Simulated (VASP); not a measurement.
# GeSb4Te7 (P-3m1) in VASP: notebook, part 2 of 2

VASP 6.6.1.

### 4 Single point, PBEsol (volume scaled by 0.97, then relaxed in part)

Input file INCAR:

```
ALGO     = Normal         # electronic algorithm
EDIFF    = 1E-6           # SCF threshold, eV
ENCUT    = 520            # plane-wave cutoff, eV
GGA      = PS             # functional
ISIF     = 2              # what is computed and relaxed
ISMEAR   = 0              # smearing method
LASPH    = True           # aspherical terms in the spheres
LCHARG   = False          # write CHGCAR
LREAL    = False          # projectors in reciprocal space
LWAVE    = False          # write WAVECAR
NBANDS   = 50             # bands
NELM     = 100            # most SCF steps
PREC     = Accurate       # precision mode
SIGMA    = 0.1            # smearing width, eV
```

Input file KPOINTS:

```
k-points
0
Gamma
  12 12 2
```

Input file POSCAR:

```
GeSb4Te7
1.0
    4.2171906303      0.0000000000      0.0000000000
   -2.1085953152      3.6521942184      0.0000000000
    0.0000000000      0.0000000000     23.0709529408
Ge Sb Te
1 4 7
Direct
    0.0000000000      0.0000000000      0.5000000000
    0.6666666667      0.3333333333      0.9152853076
    0.3333333333      0.6666666667      0.3433256096
    0.3333333333      0.6666666667      0.0847146924
    0.6666666667      0.3333333333      0.6566743904
    0.3333333333      0.6666666667      0.8406940744
    0.6666666667      0.3333333333      0.1593059256
    0.0000000000      0.0000000000      0.7310713354
    0.6666666667      0.3333333333      0.4288012732
    0.3333333333      0.6666666667      0.5711987268
    0.0000000000      0.0000000000      0.0000000000
    0.0000000000      0.0000000000      0.2689286646
```

Command:

```
cat potpaw_PBE.64/Ge_d/POTCAR potpaw_PBE.64/Sb/POTCAR potpaw_PBE.64/Te/POTCAR > POTCAR
mpirun -np 1 vasp_std > vasp.out
```

It took 15 min on 1 thread of Intel Xeon Platinum 8488C (Sapphire Rapids), shared host; peak memory 0.81 GiB.

Results (log left out):

```
Free energy            : -49.2345 eV
Pressure               : 1.4 GPa
Largest force          : 0.037 eV/Å
Band gap on the k mesh : zero (filled and empty bands touch)
```

Forces on the atoms (eV/Å):
```
Ge   0.000  0.000  0.000
Sb   0.000  0.000  0.027
Sb   0.000  0.000  0.026
Sb   0.000  0.000 -0.027
Sb   0.000  0.000 -0.026
Te   0.000  0.000 -0.037
Te   0.000  0.000  0.037
Te   0.000  0.000  0.036
Te   0.000  0.000  0.000
Te   0.000  0.000  0.000
Te   0.000  0.000  0.000
Te   0.000  0.000 -0.036
```

Levels at points of the mesh, in eV from the Fermi level:
| k point | band 35 | band 36 | band 37 | band 38 | band 39 | band 40 | band 41 | band 42 |
| --- | --- | --- | --- | --- | --- | --- | --- | --- |
| (0.00, 0.00, 0.00) | -1.35 | -1.30 | -0.40 | -0.15 | 0.21 | 0.21 | 0.25 | 0.25 |
| (0.50, 0.00, 0.00) | -1.74 | -1.71 | -1.13 | -1.10 | 0.68 | 0.71 | 0.75 | 0.83 |
| (0.00, 0.00, 0.50) | -1.38 | -1.12 | -0.48 | 0.05 | 0.05 | 0.08 | 0.11 | 0.54 |
| (0.50, 0.00, 0.50) | -1.94 | -1.44 | -1.12 | -0.57 | 0.15 | 0.23 | 0.40 | 1.11 |

Caveat: the cell differs from its parent crystal (volume scaled by 0.97, then relaxed in part); the PAW data sets were made with another functional, which shifts forces and pressure a little; spin-orbit coupling is left out, which moves the levels of the heavy elements.

### 5 Single point, PBEsol

This run uses another cell than the first one, of 32.71 Å³/atom, 1.074 times its volume.

Input file INCAR:

```
PREC = Accurate ; ENCUT = 520
EDIFF = 1E-6 ; ISMEAR = 0
SIGMA = 0.1 ; LREAL = False
LASPH = True ; NELM = 60
ALGO = Normal ; ISIF = 2
LWAVE = False ; LCHARG = True
GGA = PS ; LELF = True
LVHAR = True ; NBANDS = 50
```

Input file KPOINTS:

```
Automatic mesh
0
Gamma
  6 6 1
```

Input file POSCAR:

```
GeSb4Te7
1.0
    4.2893002584      0.0000000000      0.0000000000
   -2.1446501292      3.7146429882      0.0000000000
    0.0000000000      0.0000000000     24.6377784500
Ge Sb Te
1 4 7
Direct
    0.0000000000      0.0000000000      0.5000000000
    0.6666666700      0.3333333300      0.9188986200
    0.3333333300      0.6666666700      0.3497515000
    0.3333333300      0.6666666700      0.0811013800
    0.6666666700      0.3333333300      0.6502485000
    0.3333333300      0.6666666700      0.8497318700
    0.6666666700      0.3333333300      0.1502681300
    0.0000000000      0.0000000000      0.7189782900
    0.6666666700      0.3333333300      0.4313943000
    0.3333333300      0.6666666700      0.5686057000
    0.0000000000      0.0000000000      0.0000000000
    0.0000000000      0.0000000000      0.2810217100
```

Command:

```
cat potpaw_PBE.64/Ge_d/POTCAR potpaw_PBE.64/Sb/POTCAR potpaw_PBE.64/Te/POTCAR > POTCAR
mpirun -np 1 vasp_std > vasp.out
```

It took 4.3 min on 1 thread of AMD EPYC 7R43 (Zen 3), shared host; peak memory 0.5 GiB.

Results (log left out):

- Free energy: -49.1690 eV
- Pressure: -1.6 GPa
- Largest force: 0.115 eV/Å
- Band gap on the k mesh: 0.55 eV, direct

Forces on the atoms (eV/Å):
```
Ge   0.000  0.000  0.000
Sb   0.000  0.000  0.115
Sb   0.000  0.000  0.066
Sb   0.000  0.000 -0.115
Sb   0.000  0.000 -0.066
Te   0.000  0.000 -0.011
Te   0.000  0.000  0.011
Te   0.000  0.000  0.012
Te   0.000  0.000  0.016
Te   0.000  0.000 -0.016
Te   0.000  0.000  0.000
Te   0.000  0.000 -0.012
```

Stress tensor (GPa, compression positive):
```
-1.58  0.00  0.00
 0.00 -1.58  0.00
 0.00  0.00 -1.69
```

Levels at points of the mesh, in eV from the valence-band top:
| k point | band 35 | band 36 | band 37 | band 38 | band 39 | band 40 | band 41 | band 42 |
| --- | --- | --- | --- | --- | --- | --- | --- | --- |
| (0.00, 0.00, 0.00) | -0.91 | -0.91 | -0.17 | 0.00 | 0.55 | 0.60 | 0.74 | 0.74 |
| (0.50, 0.00, 0.00) | -1.16 | -1.14 | -0.90 | -0.77 | 0.92 | 0.93 | 1.30 | 1.43 |

Caveat: the PAW data sets were made with another functional, which shifts forces and pressure a little; spin-orbit coupling is left out, which moves the levels of the heavy elements; this functional lacks dispersion, which binds the layers, so the pressure and a relaxed spacing across them are unreliable. A k mesh can miss the band edges.

### 6 Single point, PBEsol (volume scaled by 1.03, then relaxed in part)

Input file INCAR:

```
  PREC = Accurate
  ENCUT = 520
  EDIFF = 1E-6
  ISMEAR = 0
  SIGMA = 0.1
  LREAL = False
  LASPH = True
  NELM = 100
  ALGO = Normal
  ISIF = 2
  LWAVE = False
  LCHARG = False
  GGA = PS
  NBANDS = 50
```

Input file KPOINTS:

```
Automatic mesh
0
Gamma
  12 12 2
```

Input file POSCAR:

```
GeSb4Te7
1.0
    4.2790808816      0.0000000000      0.0000000000
   -2.1395404408      3.7057927483      0.0000000000
    0.0000000000      0.0000000000     23.7944953590
Ge Sb Te
1 4 7
Direct
    0.0000000000      0.0000000000      0.5000000000
    0.6666666667      0.3333333333      0.9171268095
    0.3333333333      0.6666666667      0.3462500488
    0.3333333333      0.6666666667      0.0828731905
    0.6666666667      0.3333333333      0.6537499512
    0.3333333333      0.6666666667      0.8453756718
    0.6666666667      0.3333333333      0.1546243282
    0.0000000000      0.0000000000      0.7252808237
    0.6666666667      0.3333333333      0.4300030469
    0.3333333333      0.6666666667      0.5699969531
    0.0000000000      0.0000000000      0.0000000000
    0.0000000000      0.0000000000      0.2747191763
```

Potentials or basis: VASP PAW PBE potentials, release 64 (Ge_d, Sb, Te).

Command:

```
cat potpaw_PBE.64/Ge_d/POTCAR potpaw_PBE.64/Sb/POTCAR potpaw_PBE.64/Te/POTCAR > POTCAR
mpirun -np 1 vasp_std > vasp.out
```

Wall time 17 min (1 thread of Intel Xeon Platinum 8488C (Sapphire Rapids), shared host); peak memory 0.83 GiB.

Results (log left out):

```
Free energy            : -49.2453 eV
Pressure               : -0.9 GPa
Largest force          : 0.032 eV/Å
Band gap on the k mesh : 0.14 eV, direct
```

Forces on the atoms (eV/Å):
```
Ge   0.000  0.000  0.000
Sb   0.000  0.000  0.029
Sb   0.000  0.000  0.027
Sb   0.000  0.000 -0.029
Sb   0.000  0.000 -0.027
Te   0.000  0.000 -0.031
Te   0.000  0.000  0.031
Te   0.000  0.000  0.032
Te   0.000  0.000 -0.007
Te   0.000  0.000  0.007
Te   0.000  0.000  0.000
Te   0.000  0.000 -0.032
```

Levels at points of the mesh, in eV from the valence-band top:
| k point | band 35 | band 36 | band 37 | band 38 | band 39 | band 40 | band 41 | band 42 |
| --- | --- | --- | --- | --- | --- | --- | --- | --- |
| (0.00, 0.00, 0.00) | -1.28 | -1.24 | -0.37 | -0.15 | 0.37 | 0.39 | 0.40 | 0.40 |
| (0.50, 0.00, 0.00) | -1.52 | -1.47 | -1.10 | -1.02 | 0.70 | 0.71 | 0.96 | 1.10 |
| (0.00, 0.00, 0.50) | -1.24 | -1.08 | -0.44 | 0.00 | 0.14 | 0.30 | 0.30 | 0.54 |
| (0.50, 0.00, 0.50) | -1.69 | -1.32 | -1.10 | -0.63 | 0.30 | 0.54 | 0.74 | 1.06 |

Caveat: the cell differs from its parent crystal (volume scaled by 1.03, then relaxed in part); the PAW data sets were made with another functional, which shifts forces and pressure a little; spin-orbit coupling is left out, which moves the levels of the heavy elements; this functional lacks dispersion, which binds the layers, so the pressure and a relaxed spacing across them are unreliable. A k mesh can miss the band edges.

### 7 Overview

```csv
cell,k mesh,smearing,gap on the mesh (eV),pressure (GPa),largest force (eV/Å)
"a = 4.256, b = 4.256, c = 23.303 Å, angles 90.0, 90.0, 120.0°, 12 atoms",12 × 12 × 2,fermi-dirac 0.15 eV,-,0.0,0.03
"a = 4.255, b = 4.255, c = 23.368 Å, angles 90.0, 90.0, 120.0°, 12 atoms",12 × 12 × 2,gaussian 0.1 eV,-,0.1,0.03
"a = 4.217, b = 4.217, c = 23.071 Å, angles 90.0, 90.0, 120.0°, 12 atoms",12 × 12 × 2,gaussian 0.1 eV,none,1.4,0.04
"a = 4.289, b = 4.289, c = 24.638 Å, angles 90.0, 90.0, 120.0°, 12 atoms",6 × 6 × 1,gaussian 0.1 eV,0.55,-1.6,0.11
"a = 4.279, b = 4.279, c = 23.794 Å, angles 90.0, 90.0, 120.0°, 12 atoms",12 × 12 × 2,gaussian 0.1 eV,0.14,-0.9,0.03
```

Alike in all rows: task single point; level PBEsol; potentials or basis VASP PAW PBE potentials, release 64 (Ge_d, Sb, Te); no spin polarisation; cutoff (eV) 520.

Caveats: the PAW data sets were made with another functional, which shifts forces and pressure a little; spin-orbit coupling is left out, which moves the levels of the heavy elements; this functional lacks dispersion, which binds the layers, so the pressure and a relaxed spacing across them are unreliable (some runs).

Total energies depend on the potentials used, so only differences within one code and one set of settings carry meaning.
